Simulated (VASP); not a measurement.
# NaHgSe3 (Pm-3m) in VASP: notebook

Runs on NaHgSe3. Level: PBE. Tasks: single point, relaxation of cell and atoms.

All numbers are computed with VASP 6.6.1; they aren't measurements. Logs are shortened: lines on timing, memory, paths and dates and some standing lists are left out, and cuts for length are marked.

## (1) The cell of the first run

It takes space group Pm-3m (No. 221, cubic). Conventional cell: a = 5.183 Å, b = 5.183 Å, c = 5.183 Å, α = 90.00°, β = 90.00°, γ = 90.00°. Within 4.8 Å of Na (site symmetry m-3m) lie 12 Se at 3.66 Å and 8 Hg at 4.49 Å. Within 3.4 Å of Hg (site symmetry m-3m) lie 6 Se at 2.59 Å. Se (site symmetry 4/mmm) has 2 Hg at 2.59 Å within 3.4 Å.

## (2) Single point, PBE

The input, INCAR:

```
  PREC = Accurate
  ENCUT = 520
  EDIFF = 1E-6
  ISMEAR = 0
  SIGMA = 0.1
  LREAL = F
  LASPH = T
  NELM = 60
  ALGO = Normal
  ISIF = 2
  LWAVE = F
  LCHARG = F
  GGA = PE
  NBANDS = 26
```

The input, KPOINTS:

```
regular mesh
0
Gamma
  4 4 4
```

The input, POSCAR:

```
NaHgSe3
1.0
    5.1827507300      0.0000000000      0.0000000000
    0.0000000000      5.1827507300      0.0000000000
    0.0000000000      0.0000000000      5.1827507300
Na Hg Se
1 1 3
Direct
    0.5000000000      0.5000000000      0.5000000000
    0.0000000000      0.0000000000      0.0000000000
    0.5000000000      0.0000000000      0.0000000000
    0.0000000000      0.5000000000      0.0000000000
    0.0000000000      0.0000000000      0.5000000000
```

Potentials or basis: VASP PAW PBE potentials, release 64 (Na_pv, Hg, Se).

The run is started by

```sh
cat potpaw_PBE.64/Na_pv/POTCAR potpaw_PBE.64/Hg/POTCAR potpaw_PBE.64/Se/POTCAR > POTCAR
mpirun -np 1 vasp_std > vasp.out
```

OUTCAR:

```text
PREC = Accurate
   ENCUT = 520
   EDIFF = 1E-6
   ISMEAR = 0
   LREAL = F
   LASPH = T
   NELM = 60
   ISIF = 2
   GGA = PE

 ion  position               nearest neighbor table
   1  0.500  0.500  0.500-
   2  0.000  0.000  0.000-   3 2.59   4 2.59   5 2.59   5 2.59   4 2.59   3 2.59
   3  0.500  0.000  0.000-   2 2.59   2 2.59
   4  0.000  0.500  0.000-   2 2.59   2 2.59
   5  0.000  0.000  0.500-   2 2.59   2 2.59

  LATTYP: Found a simple cubic cell.
 ALAT       =     5.1827507300

  Lattice vectors:

 A1 = (   5.1827507300,   0.0000000000,   0.0000000000)
 A2 = (   0.0000000000,   5.1827507300,   0.0000000000)
 A3 = (   0.0000000000,   0.0000000000,   5.1827507300)

Analysis of symmetry for initial positions (statically):
=====================================================================
 Subroutine PRICEL returns:
 Original cell was already a primitive cell.

 Routine SETGRP: Setting up the symmetry group for a
 simple cubic supercell.

 Subroutine GETGRP returns: Found 48 space group operations
 (whereof 48 operations were pure point group operations)
 out of a pool of 48 trial point group operations.

The static configuration has the point symmetry O_h .

Analysis of symmetry for dynamics (positions and initial velocities):
=====================================================================
 Subroutine PRICEL returns:
 Original cell was already a primitive cell.

 Routine SETGRP: Setting up the symmetry group for a
 simple cubic supercell.

 Subroutine GETGRP returns: Found 48 space group operations
 (whereof 48 operations were pure point group operations)
 out of a pool of 48 trial point group operations.

The dynamic configuration has the point symmetry O_h .

 Subroutine INISYM returns: Found 48 space group operations
 (whereof 48 operations are pure point group operations),
 and found     1 'primitive' translations

----------------------------------------------------------------------------------------

                                     Primitive cell

  volume of cell :     139.2134

  direct lattice vectors                    reciprocal lattice vectors
     5.182750730  0.000000000  0.000000000     0.192947732  0.000000000  0.000000000
     0.000000000  5.182750730  0.000000000     0.000000000  0.192947732  0.000000000
     0.000000000  0.000000000  5.182750730     0.000000000  0.000000000  0.192947732

  length of vectors
     5.182750730  5.182750730  5.182750730     0.192947732  0.192947732  0.192947732

  position of ions in fractional coordinates (direct lattice)
     0.500000000  0.500000000  0.500000000
     0.000000000  0.000000000  0.000000000
     0.500000000  0.000000000  0.000000000
     0.000000000  0.500000000  0.000000000
     0.000000000  0.000000000  0.500000000

  ion indices of the primitive-cell ions
   primitive index   ion index
                 1           1
                 2           2
                 3           3
                 4           4
                 5           5

----------------------------------------------------------------------------------------

 KPOINTS: regular mesh

Automatic generation of k-mesh.
 Grid dimensions read from file:
 generate k-points for:    4    4    4

 Generating k-lattice:

  Cartesian coordinates                     Fractional coordinates (reciprocal lattice)
     0.048236933  0.000000000  0.000000000     0.250000000  0.000000000  0.000000000
     0.000000000  0.048236933  0.000000000     0.000000000  0.250000000  0.000000000
     0.000000000  0.000000000  0.048236933     0.000000000  0.000000000  0.250000000

  Length of vectors
     0.048236933  0.048236933  0.048236933

  Shift w.r.t. Gamma in fractional coordinates (k-lattice)
     0.000000000  0.000000000  0.000000000

 Subroutine IBZKPT returns following result:
 ===========================================

 Found     10 irreducible k-points:

 Following reciprocal coordinates:
            Coordinates               Weight
  0.000000  0.000000  0.000000      1.000000
  0.250000  0.000000  0.000000      6.000000
  0.500000  0.000000  0.000000      3.000000
  0.250000  0.250000  0.000000     12.000000
  0.500000  0.250000  0.000000     12.000000
  0.500000  0.500000  0.000000      3.000000
  0.250000  0.250000  0.250000      8.000000
  0.500000  0.250000  0.250000     12.000000
  0.500000  0.500000  0.250000      6.000000
  0.500000  0.500000  0.500000      1.000000
   k-points           NKPTS =     10   k-points in BZ     NKDIM =     10   number of bands    NBANDS=     26
   number of dos      NEDOS =    301   number of ions     NIONS =      5
   total plane-waves  NPLWV =  64000
   dimension x,y,z NGX =    40 NGY =   40 NGZ =   40
   dimension x,y,z NGXF=    80 NGYF=   80 NGZF=   80
   ions per type =               1   1   3
   NGX,Y,Z   is equivalent  to a cutoff of  12.83, 12.83, 12.83 a.u.
   NGXF,Y,Z  is equivalent  to a cutoff of  25.66, 25.66, 25.66 a.u.
 SYSTEM =  unknown system
   PREC   = accura    normal or accurate (medium, high low for compatibility)
   ISTART =      0    job   : 0-new  1-cont  2-samecut
   ICHARG =      2    charge: 1-file 2-atom 10-const
   ISPIN  =      1    spin polarized calculation?
   LNONCOLLINEAR =      F non collinear calculations
   LSORBIT =      F    spin-orbit coupling
   LASPH  =      T    aspherical Exc in radial PAW
   ENCUT  =  520.0 eV  38.22 Ry    6.18 a.u.   9.64  9.64  9.64*2*pi/ulx,y,z
   NELM   =     60;   NELMIN=  2; NELMDL= -5     # of ELM steps
   EDIFF  = 0.1E-05   stopping-criterion for ELM
   LREAL  =      F    real-space projection
   EDIFFG = 0.1E-04   stopping-criterion for IOM
   NSW    =      0    number of steps for IOM
   IBRION =     -1    ionic relax: 0-MD 1-quasi-New 2-CG
   NFREE  =      0    steps in history (QN), initial steepest desc. (CG)
   ISIF   =      2    stress and relaxation
   ISYM   =      2    0-nonsym 1-usesym 2-fastsym
   POTIM  = 0.5000    time-step for ionic-motion
   TEBEG  =    0.0;   TEEND  =   0.0 temperature during run
   PSTRESS=    0.0 pullay stress
   NELECT =      37.0000    total number of electrons
   NUPDOWN=      -1.0000    fix difference up-down
   EMIN   =  10.00;   EMAX   =-10.00  energy-range for DOS
   EFERMI =   0.00;   METHOD = LEGACY
   ISMEAR =     0;   SIGMA  =   0.10  broadening in eV -4-tet -1-fermi 0-gaus
   EFERMI_NEDOS =   21; number of points for ismear=-14 and -15
   IALGO  =     38    algorithm
   IMIX   =      4    mixing-type and parameters
     AMIX     =   0.40;   BMIX     =  1.00
     AMIX_MAG =   1.60;   BMIX_MAG =  1.00
  volume/ion in A,a.u.               =      27.84       187.89
  Fermi-wavevector in a.u.,A,eV,Ry     =   1.052564  1.989057 15.073765  1.107890
  Thomas-Fermi vector in A             =   2.187651
   LORBIT       =      0    0 simple, 1 ext, 2 COOP (PROOUT), +10 PAW based schemes
   GGA     = PE    functional components
   LHFCALC =     F    Hartree Fock is set to
   AEXX    =    0.0000 exact exchange contribution
   IVDW    =     0    specifies the selected vdW correction
   LEPSILON=     F    determine dielectric tensor
   LRPA    =     F    only Hartree local field effects (RPA)
 non-spin polarized calculation
 Gauss-broadening in eV      SIGMA  =   0.10
  energy-cutoff  :      520.00
  volume of cell :      139.21
 maximum number of plane-waves:      3840
 NGX is ok and might be reduce to    40
   NGX = 19   NGY = 19   NGZ = 19

 number of electron      37.0000024 magnetization

 Free energy of the ion-electron system (eV)
  ---------------------------------------------------
  ext. energy  EPLUGINS =         0.00000000
  ---------------------------------------------------
  free energy    TOTEN  =       -10.92770588 eV

  energy without entropy =      -10.89737771  energy(sigma->0) =      -10.91254180

 E-fermi :   1.4342     XC(G=0):  -8.5765

 val. band max:        1.3688513572   @ k =   0.5000   0.2500   0.0000
 cond. band min:       1.4990532510   @ k =   0.5000   0.2500   0.2500
 fundamental gap:      0.1302018938
 Fermi energy:         1.4342097658

 k-point     1 :       0.0000    0.0000    0.0000
  band No.  band energies     occupation
      1     -22.5034      2.00000
      2     -22.5034      2.00000
      3     -22.5034      2.00000
      4     -11.9921      2.00000
      5     -10.8513      2.00000
      6     -10.8513      2.00000
[... 18 lines left out ...]
     25       8.5734      0.00000
     26       8.5734      0.00000

 k-point     2 :       0.2500    0.0000    0.0000
  band No.  band energies     occupation
      1     -22.5036      2.00000
      2     -22.5033      2.00000
      3     -22.5033      2.00000
      4     -11.8270      2.00000
      5     -10.8452      2.00000
      6     -10.8152      2.00000
[... 18 lines left out ...]
     25       8.6466      0.00000
     26       8.6467      0.00000

 k-point     3 :       0.5000    0.0000    0.0000
  band No.  band energies     occupation
      1     -22.5038      2.00000
      2     -22.5033      2.00000
      3     -22.5033      2.00000
      4     -11.6451      2.00000
      5     -10.8390      2.00000
      6     -10.7598      2.00000
[... 18 lines left out ...]
     25       8.6553      0.00000
     26       9.1127      0.00000

 k-point     4 :       0.2500    0.2500    0.0000
  band No.  band energies     occupation
      1     -22.5035      2.00000
      2     -22.5035      2.00000
      3     -22.5033      2.00000
      4     -11.6510      2.00000
      5     -10.8190      2.00000
      6     -10.7971      2.00000
[... 18 lines left out ...]
     25       8.0331      0.00000
     26       8.5287      0.00000
[... 90 lines left out ...]
      1     -22.5037      2.00000
      2     -22.5035      2.00000
      3     -22.5035      2.00000
      4     -11.2448      2.00000
      5     -10.7784      2.00000
      6     -10.7305      2.00000
[... 18 lines left out ...]
     25       7.9683      0.00000
     26       9.1857      0.00000

 k-point     9 :       0.5000    0.5000    0.2500
  band No.  band energies     occupation
      1     -22.5037      2.00000
      2     -22.5037      2.00000
      3     -22.5035      2.00000
      4     -11.0145      2.00000
      5     -10.7161      2.00000
      6     -10.7161      2.00000
[... 18 lines left out ...]
     25       8.7049      0.00000
     26       8.7053      0.00000

 k-point    10 :       0.5000    0.5000    0.5000
  band No.  band energies     occupation
      1     -22.5036      2.00000
      2     -22.5036      2.00000
      3     -22.5036      2.00000
      4     -10.7028      2.00000
      5     -10.7028      2.00000
      6     -10.7028      2.00000
[... 18 lines left out ...]
     25       9.0909      0.00000
     26      10.2236      0.00000

------------------------ aborting loop because EDIFF is reached ----------------------------------------

  FORCE on cell =-STRESS in cart. coord.  units (eV):
  Direction    XX          YY          ZZ          XY          YZ          ZX
  --------------------------------------------------------------------------------------
  -------------------------------------------------------------------------------------
  Total        3.5520928      3.5520928      3.5520928     -0.0000000     -0.0000000      0.0000000
  in kB       40.8802855     40.8802855     40.8802855     -0.0000000     -0.0000000      0.0000000
  external PRESSURE =      40.8802855 kB  Pullay stress =       0.0000000 kB

 VOLUME and BASIS-vectors are now :
 -----------------------------------------------------------------------------
  energy-cutoff  :      520.00
  volume of cell :      139.21
      direct lattice vectors                 reciprocal lattice vectors
     5.182750730  0.000000000  0.000000000     0.192947732  0.000000000  0.000000000
     0.000000000  5.182750730  0.000000000     0.000000000  0.192947732  0.000000000
     0.000000000  0.000000000  5.182750730     0.000000000  0.000000000  0.192947732

 POSITION                                       TOTAL-FORCE (eV/Angst)
 -----------------------------------------------------------------------------------
      2.59138      2.59138      2.59138         0.000000      0.000000      0.000000
      0.00000      0.00000      0.00000         0.000000      0.000000      0.000000
      2.59138      0.00000      0.00000         0.000000      0.000000      0.000000
      0.00000      2.59138      0.00000         0.000000      0.000000      0.000000
      0.00000      0.00000      2.59138         0.000000      0.000000      0.000000
 -----------------------------------------------------------------------------------
    total drift:                               -0.000000      0.000000     -0.000000

  FREE ENERGIE OF THE ION-ELECTRON SYSTEM (eV)
  ---------------------------------------------------
  free  energy   TOTEN  =       -10.9277058819 eV

  energy  without entropy=      -10.8973777143  energy(sigma->0) =      -10.91254180
```

Wall time 19 s (1 thread of Intel Xeon 6975P-C (Granite Rapids), shared host); peak memory 0.25 GiB.

What came out:

- Free energy: -10.9277 eV
- Pressure: 4.1 GPa
- Band gap on the k mesh: zero (an odd number of electrons rules out a gap without spin polarisation)

Caveat: the cell stands under pressure; spin-orbit coupling is left out, which moves the levels of the heavy elements.

(Part 1 of 2 ends here.)
